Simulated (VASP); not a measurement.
# Au (P6_3/mmc) in VASP: notebook, part 2 of 3

VASP 6.6.1. Earlier steps stand in the parts before.

## 3. Single point, PBEsol

This run uses another cell than the first one, of 17.24 Å³/atom, 1.032 times its volume.

Input file INCAR:

```
PREC = Accurate ; ENCUT = 520
EDIFF = 1E-6 ; ISMEAR = -1
SIGMA = 0.1 ; LREAL = F
LASPH = T ; NELM = 100
ALGO = Normal ; ISIF = 2
LWAVE = F ; LCHARG = F
GGA = PS ; NBANDS = 18
```

Input file KPOINTS:

```
regular mesh
0
Gamma
  11 11 6
```

Input file POSCAR:

```
Au
1.0
    2.8707050678      0.0000000000      0.0000000000
   -1.4353525339      2.4861038412      0.0000000000
    0.0000000000      0.0000000000      4.8307037003
Au
2
Direct
    0.3333333333      0.6666666667      0.7500000000
    0.6666666667      0.3333333333      0.2500000000
```

Potentials or basis: VASP PAW PBE potentials, release 64 (Au).

Started as:

```sh
$ cat potpaw_PBE.64/Au/POTCAR > POTCAR
$ mpirun -np 1 vasp_std > vasp.out
```

OUTCAR:

```text
PREC = Accurate
   ENCUT = 520
   EDIFF = 1E-6
   ISMEAR = -1
   LREAL = F
   LASPH = T
   NELM = 100
   ISIF = 2
   GGA = PS

 ion  position               nearest neighbor table
   1  0.333  0.667  0.750-   2 2.93   2 2.93   2 2.93   2 2.93   2 2.93   2 2.93
   2  0.667  0.333  0.250-   1 2.93   1 2.93   1 2.93   1 2.93   1 2.93   1 2.93

  LATTYP: Found a hexagonal cell.
 ALAT       =     2.8707050678
 C/A-ratio  =     1.6827586207

  Lattice vectors:

 A1 = (   2.8707050678,   0.0000000000,   0.0000000000)
 A2 = (  -1.4353525339,   2.4861038412,   0.0000000000)
 A3 = (   0.0000000000,   0.0000000000,   4.8307037003)

Analysis of symmetry for initial positions (statically):
=====================================================================
 Subroutine PRICEL returns:
 Original cell was already a primitive cell.

 Routine SETGRP: Setting up the symmetry group for a
 hexagonal supercell.

 Subroutine GETGRP returns: Found 24 space group operations
 (whereof 12 operations were pure point group operations)
 out of a pool of 24 trial point group operations.

The static configuration has the point symmetry D_3d.
 The point group associated with its full space group is D_6h.

Analysis of symmetry for dynamics (positions and initial velocities):
=====================================================================
 Subroutine PRICEL returns:
 Original cell was already a primitive cell.

 Routine SETGRP: Setting up the symmetry group for a
 hexagonal supercell.

 Subroutine GETGRP returns: Found 24 space group operations
 (whereof 12 operations were pure point group operations)
 out of a pool of 24 trial point group operations.

The dynamic configuration has the point symmetry D_3d.
 The point group associated with its full space group is D_6h.

 Subroutine INISYM returns: Found 24 space group operations
 (whereof 12 operations are pure point group operations),
 and found     1 'primitive' translations

----------------------------------------------------------------------------------------

                                     Primitive cell

  volume of cell :      34.4761

  direct lattice vectors                    reciprocal lattice vectors
     2.870705068  0.000000000  0.000000000     0.348346478  0.201117907  0.000000000
    -1.435352534  2.486103841  0.000000000     0.000000000  0.402235813  0.000000000
     0.000000000  0.000000000  4.830703700     0.000000000  0.000000000  0.207009178

  length of vectors
     2.870705068  2.870705350  4.830703700     0.402235853  0.402235813  0.207009178

  position of ions in fractional coordinates (direct lattice)
     0.333333333  0.666666667  0.750000000
     0.666666667  0.333333333  0.250000000

  ion indices of the primitive-cell ions
   primitive index   ion index
                 1           1
                 2           2

----------------------------------------------------------------------------------------

 KPOINTS: regular mesh

Automatic generation of k-mesh.
 Grid dimensions read from file:
 generate k-points for:   11   11    6

 Generating k-lattice:

  Cartesian coordinates                     Fractional coordinates (reciprocal lattice)
     0.031667862  0.018283446  0.000000000     0.090909091 -0.000000000  0.000000000
     0.000000000  0.036566892  0.000000000     0.000000000  0.090909091  0.000000000
     0.000000000  0.000000000  0.034501530     0.000000000  0.000000000  0.166666667

  Length of vectors
     0.036566896  0.036566892  0.034501530

  Shift w.r.t. Gamma in fractional coordinates (k-lattice)
     0.000000000  0.000000000  0.000000000

 Subroutine IBZKPT returns following result:
 ===========================================

 Found     64 irreducible k-points:

 Following reciprocal coordinates:
            Coordinates               Weight
  0.000000  0.000000  0.000000      1.000000
  0.090909 -0.000000  0.000000      6.000000
  0.181818 -0.000000  0.000000      6.000000
  0.272727 -0.000000  0.000000      6.000000
  0.363636 -0.000000  0.000000      6.000000
  0.454545 -0.000000  0.000000      6.000000
[... 16 lines left out ...]
  0.090909  0.090909  0.166667     12.000000
  0.181818  0.090909  0.166667     24.000000
 [... further k-points ...]
   k-points           NKPTS =     64   k-points in BZ     NKDIM =     64   number of bands    NBANDS=     18
   number of dos      NEDOS =    301   number of ions     NIONS =      2
   total plane-waves  NPLWV =  20736
   dimension x,y,z NGX =    24 NGY =   24 NGZ =   36
   dimension x,y,z NGXF=    48 NGYF=   48 NGZF=   72
   ions per type =               2
   NGX,Y,Z   is equivalent  to a cutoff of  13.90, 13.90, 12.39 a.u.
   NGXF,Y,Z  is equivalent  to a cutoff of  27.80, 27.80, 24.78 a.u.
 SYSTEM =  unknown system
   PREC   = accura    normal or accurate (medium, high low for compatibility)
   ISTART =      0    job   : 0-new  1-cont  2-samecut
   ICHARG =      2    charge: 1-file 2-atom 10-const
   ISPIN  =      1    spin polarized calculation?
   LNONCOLLINEAR =      F non collinear calculations
   LSORBIT =      F    spin-orbit coupling
   LASPH  =      T    aspherical Exc in radial PAW
   ENCUT  =  520.0 eV  38.22 Ry    6.18 a.u.   5.34  5.34  8.98*2*pi/ulx,y,z
   NELM   =    100;   NELMIN=  2; NELMDL= -5     # of ELM steps
   EDIFF  = 0.1E-05   stopping-criterion for ELM
   LREAL  =      F    real-space projection
   EDIFFG = 0.1E-04   stopping-criterion for IOM
   NSW    =      0    number of steps for IOM
   IBRION =     -1    ionic relax: 0-MD 1-quasi-New 2-CG
   NFREE  =      0    steps in history (QN), initial steepest desc. (CG)
   ISIF   =      2    stress and relaxation
   ISYM   =      2    0-nonsym 1-usesym 2-fastsym
   POTIM  = 0.5000    time-step for ionic-motion
   TEBEG  =    0.0;   TEEND  =   0.0 temperature during run
   PSTRESS=    0.0 pullay stress
   NELECT =      22.0000    total number of electrons
   NUPDOWN=      -1.0000    fix difference up-down
   EMIN   =  10.00;   EMAX   =-10.00  energy-range for DOS
   EFERMI =   0.00;   METHOD = LEGACY
   ISMEAR =    -1;   SIGMA  =   0.10  broadening in eV -4-tet -1-fermi 0-gaus
   EFERMI_NEDOS =   21; number of points for ismear=-14 and -15
   IALGO  =     38    algorithm
   IMIX   =      4    mixing-type and parameters
     AMIX     =   0.40;   BMIX     =  1.00
     AMIX_MAG =   1.60;   BMIX_MAG =  1.00
  volume/ion in A,a.u.               =      17.24       116.33
  Fermi-wavevector in a.u.,A,eV,Ry     =   1.409428  2.663433 27.027811  1.986488
  Thomas-Fermi vector in A             =   2.531485
   LORBIT       =      0    0 simple, 1 ext, 2 COOP (PROOUT), +10 PAW based schemes
   GGA     = PS    functional components
   LHFCALC =     F    Hartree Fock is set to
   AEXX    =    0.0000 exact exchange contribution
   IVDW    =     0    specifies the selected vdW correction
   LEPSILON=     F    determine dielectric tensor
   LRPA    =     F    only Hartree local field effects (RPA)
 non-spin polarized calculation
  energy-cutoff  :      520.00
  volume of cell :       34.48
 maximum number of plane-waves:       948
 NGX is ok and might be reduce to    24
   NGX = 11   NGY = 11   NGZ = 17

 number of electron      22.0000003 magnetization

 Free energy of the ion-electron system (eV)
  ---------------------------------------------------
  ext. energy  EPLUGINS =         0.00000000
  ---------------------------------------------------
  free energy    TOTEN  =        -7.84661686 eV

  energy without entropy =       -7.82365379  energy(sigma->0) =       -7.83513533

 E-fermi :   9.0299     XC(G=0): -12.8164

 val. band max:        8.9429524757   @ k =   0.3636   0.0909   0.5000
 cond. band min:       9.0413969366   @ k =   0.1818   0.1818   0.3333
 fundamental gap:      0.0984444609
 Fermi energy:         9.0299382878

 k-point     1 :       0.0000    0.0000    0.0000
  band No.  band energies     occupation
      1      -0.7133      2.00000
      2       1.7621      2.00000
      3       4.2775      2.00000
      4       4.5729      2.00000
      5       4.5729      2.00000
      6       4.8787      2.00000
[... 10 lines left out ...]
     17      27.4782      0.00000
     18      27.4782      0.00000

 k-point     2 :       0.0909   -0.0000    0.0000
  band No.  band energies     occupation
      1      -0.4541      2.00000
      2       1.9759      2.00000
      3       4.1917      2.00000
      4       4.6365      2.00000
      5       4.7463      2.00000
      6       4.7961      2.00000
[... 10 lines left out ...]
     17      26.2247      0.00000
     18      26.8899      0.00000
[... 442 lines left out ...]
 k-point    24 :       0.1818    0.0909    0.1667
  band No.  band energies     occupation
      1       1.1107      2.00000
      2       2.9001      2.00000
      3       3.8130      2.00000
      4       3.9187      2.00000
      5       4.3663      2.00000
      6       4.8093      2.00000
[... 10 lines left out ...]
     17      25.1188      0.00000
     18      26.4857      0.00000

 [... further k-points ...]
[... 5 lines left out ...]
  --------------------------------------------------------------------------------------
  -------------------------------------------------------------------------------------
  Total       -0.4281367     -0.4281368     -0.5900079      0.0000000     -0.0000000      0.0000000
  in kB      -19.8964126    -19.8964178    -27.4189096      0.0000000     -0.0000000      0.0000000
  external PRESSURE =     -22.4039133 kB  Pullay stress =       0.0000000 kB

 VOLUME and BASIS-vectors are now :
 -----------------------------------------------------------------------------
  energy-cutoff  :      520.00
  volume of cell :       34.48
      direct lattice vectors                 reciprocal lattice vectors
     2.870705068  0.000000000  0.000000000     0.348346478  0.201117907  0.000000000
    -1.435352534  2.486103841  0.000000000     0.000000000  0.402235813  0.000000000
     0.000000000  0.000000000  4.830703700     0.000000000  0.000000000  0.207009178

 POSITION                                       TOTAL-FORCE (eV/Angst)
 -----------------------------------------------------------------------------------
     -0.00000      1.65740      3.62303        -0.000000      0.000000      0.000000
      1.43535      0.82870      1.20768         0.000000     -0.000000      0.000000
 -----------------------------------------------------------------------------------
    total drift:                               -0.000000      0.000000     -0.000000

  FREE ENERGIE OF THE ION-ELECTRON SYSTEM (eV)
  ---------------------------------------------------
  free  energy   TOTEN  =        -7.8466168596 eV

  energy  without entropy=       -7.8236537948  energy(sigma->0) =       -7.83513533
```

OSZICAR:

```text
N       E                     dE             d eps       ncg     rms          rms(c)
DAV:   1     0.121799787717E+03    0.12180E+03   -0.11675E+04  2312   0.119E+03
DAV:   2    -0.640607431307E+01   -0.12821E+03   -0.12219E+03  2422   0.261E+02
DAV:   3    -0.851861997932E+01   -0.21125E+01   -0.21003E+01  2668   0.337E+01
DAV:   4    -0.852783943152E+01   -0.92195E-02   -0.92186E-02  2596   0.235E+00
DAV:   5    -0.852792027409E+01   -0.80843E-04   -0.80841E-04  2570   0.236E-01    0.131E+01
DAV:   6    -0.789539373980E+01    0.63253E+00   -0.11834E+00  2372   0.996E+00    0.815E+00
DAV:   7    -0.785219677539E+01    0.43197E-01   -0.11578E-01  2544   0.307E+00    0.350E+00
DAV:   8    -0.784664192951E+01    0.55548E-02   -0.95662E-03  2404   0.830E-01    0.429E-01
DAV:   9    -0.784660865956E+01    0.33270E-04   -0.45306E-05  2610   0.586E-02    0.214E-02
DAV:  10    -0.784661679797E+01   -0.81384E-05   -0.19811E-06  2340   0.138E-02    0.421E-03
DAV:  11    -0.784661685962E+01   -0.61648E-07   -0.23036E-07  1278   0.393E-03
   1 F= -.78466169E+01 E0= -.78351353E+01  d E =-.229631E-01
```

It took 17 s on 1 thread of Intel Xeon 6975P-C, shared host; peak memory 0.17 GiB.

Results:

```yaml
Free_energy: -7.8466 eV
Pressure: -2.2 GPa
Band_gap_on_the_k_mesh: zero (band 11 reaches 12.79 eV, above the bottom of band 12 at 6.47 eV)
```

Stress tensor (GPa, compression positive):
```
-1.99  0.00  0.00
 0.00 -1.99  0.00
 0.00  0.00 -2.74
```

Caveat: the PAW data sets were made with another functional, which shifts forces and pressure a little; spin-orbit coupling is left out, which moves the levels of the heavy elements.

## 4. Single point, PBEsol

This run uses another cell than the first one, of 17.77 Å³/atom, 1.064 times its volume.

Input file INCAR:

```
SYSTEM = Au
PREC     = Accurate       ! precision mode
ENCUT    = 520            ! plane-wave cutoff, eV
EDIFF    = 1E-6           ! SCF threshold, eV
ISMEAR   = -1             ! smearing method
SIGMA    = 0.1            ! smearing width, eV
LREAL    = .False.        ! projectors in reciprocal space
LASPH    = .True.         ! aspherical terms in the spheres
NELM     = 80             ! most SCF steps
ALGO     = Normal         ! electronic algorithm
ISIF     = 2              ! what is computed and relaxed
LWAVE    = .False.        ! write WAVECAR
LCHARG   = .True.         ! write CHGCAR
GGA      = PS             ! functional
LELF     = .True.         ! ELF
LVHAR    = .True.       
NBANDS   = 18             ! bands
```

Input file KPOINTS:

```
regular mesh
0
Gamma
  11 11 6
  0 0 0
```

Input file POSCAR:

```
Au
1.0
    2.9000000000      0.0000000000      0.0000000000
   -1.4500000000      2.5114740000      0.0000000000
    0.0000000000      0.0000000000      4.8800000000
Au
2
Direct
    0.3333333333      0.6666666667      0.7500000000
    0.6666666667      0.3333333333      0.2500000000
```

Potentials or basis: VASP PAW PBE potentials, release 64 (Au).

Started as:

```sh
$ cat potpaw_PBE.64/Au/POTCAR > POTCAR
$ mpirun -np 1 vasp_std > vasp.out
```

OUTCAR:

```text
SYSTEM = Au
   PREC = Accurate
   ENCUT = 520
   EDIFF = 1E-6
   ISMEAR = -1
   LREAL = .False.
   LASPH = .True.
   NELM = 80
   ISIF = 2
   GGA = PS

 ion  position               nearest neighbor table
   1  0.333  0.667  0.750-   2 2.96   2 2.96   2 2.96   2 2.96   2 2.96   2 2.96
   2  0.667  0.333  0.250-   1 2.96   1 2.96   1 2.96   1 2.96   1 2.96   1 2.96

  LATTYP: Found a hexagonal cell.
 ALAT       =     2.9000000000
 C/A-ratio  =     1.6827586207

  Lattice vectors:
[... 192 lines left out ...]
      3       3.9531      2.00000
      4       4.2341      2.00000
      5       4.2341      2.00000
      6       4.5227      2.00000
[... 481 lines left out ...]
      5       4.0405      2.00000
      6       4.4636      2.00000
[... 10 lines left out ...]
     17      24.4796      0.00000
     18      25.7304      0.00000

 [... further k-points ...]
[... 5 lines left out ...]
  --------------------------------------------------------------------------------------
  -------------------------------------------------------------------------------------
  Total       -1.4645691     -1.4645695     -1.5291202      0.0000000      0.0000000      0.0000000
  in kB      -66.0197602    -66.0197775    -68.9295924      0.0000000      0.0000000      0.0000000
  external PRESSURE =     -66.9897100 kB  Pullay stress =       0.0000000 kB

 VOLUME and BASIS-vectors are now :
 -----------------------------------------------------------------------------
  energy-cutoff  :      520.00
  volume of cell :       35.54
      direct lattice vectors                 reciprocal lattice vectors
     2.900000000  0.000000000  0.000000000     0.344827586  0.199086274  0.000000000
    -1.450000000  2.511474000  0.000000000     0.000000000  0.398172547  0.000000000
     0.000000000  0.000000000  4.880000000     0.000000000  0.000000000  0.204918033

 POSITION                                       TOTAL-FORCE (eV/Angst)
 -----------------------------------------------------------------------------------
     -0.00000      1.67432      3.66000        -0.000000      0.000000      0.000000
      1.45000      0.83716      1.22000         0.000000     -0.000000      0.000000
 -----------------------------------------------------------------------------------
    total drift:                               -0.000000      0.000000     -0.000000

  FREE ENERGIE OF THE ION-ELECTRON SYSTEM (eV)
  ---------------------------------------------------
  free  energy   TOTEN  =        -7.8171734364 eV

  energy  without entropy=       -7.7942750809  energy(sigma->0) =       -7.80572426
```

OSZICAR:

```text
N       E                     dE             d eps       ncg     rms          rms(c)
DAV:   1     0.122374026411E+03    0.12237E+03   -0.11696E+04  2304   0.118E+03
DAV:   2    -0.633951068716E+01   -0.12871E+03   -0.12279E+03  2438   0.260E+02
DAV:   3    -0.848522798573E+01   -0.21457E+01   -0.21333E+01  2746   0.338E+01
DAV:   4    -0.849446059632E+01   -0.92326E-02   -0.92315E-02  2574   0.234E+00
DAV:   5    -0.849454291822E+01   -0.82322E-04   -0.82322E-04  2596   0.237E-01    0.119E+01
DAV:   6    -0.786060403808E+01    0.63394E+00   -0.12321E+00  2364   0.101E+01    0.754E+00
DAV:   7    -0.782222808941E+01    0.38376E-01   -0.98070E-02  2548   0.278E+00    0.349E+00
DAV:   8    -0.781719384344E+01    0.50342E-02   -0.67711E-03  2392   0.682E-01    0.395E-01
DAV:   9    -0.781716529295E+01    0.28550E-04   -0.34636E-05  2590   0.505E-02    0.196E-02
DAV:  10    -0.781717355436E+01   -0.82614E-05   -0.22455E-06  2424   0.148E-02    0.662E-03
DAV:  11    -0.781717343645E+01    0.11791E-06   -0.15003E-07  1242   0.309E-03
   1 F= -.78171734E+01 E0= -.78057243E+01  d E =-.228984E-01
```

Run time: 21 s. Hardware: 1 thread of Intel Xeon 6975P-C, shared host; peak memory 0.17 GiB.

Results:

```
Free energy            : -7.8172 eV
Pressure               : -6.7 GPa
Band gap on the k mesh : zero (band 11 reaches 12.19 eV, above the bottom of band 12 at 6.03 eV)
```

Levels at points of the mesh, in eV from the Fermi level:
```csv
k point,band 7,band 8,band 9,band 10,band 11,band 12,band 13,band 14,band 15,band 16
"(0.00, 0.00, 0.00)",-4.02,-3.35,-3.35,-2.08,-2.08,-0.98,2.49,14.64,15.67,16.75
"(0.00, 0.00, 0.50)",-4.34,-4.34,-2.51,-2.51,-2.51,-2.51,10.32,10.32,14.92,14.92
```

Caveat: the PAW data sets were made with another functional, which shifts forces and pressure a little; spin-orbit coupling is left out, which moves the levels of the heavy elements.

(Part 2 of 3 ends here.)
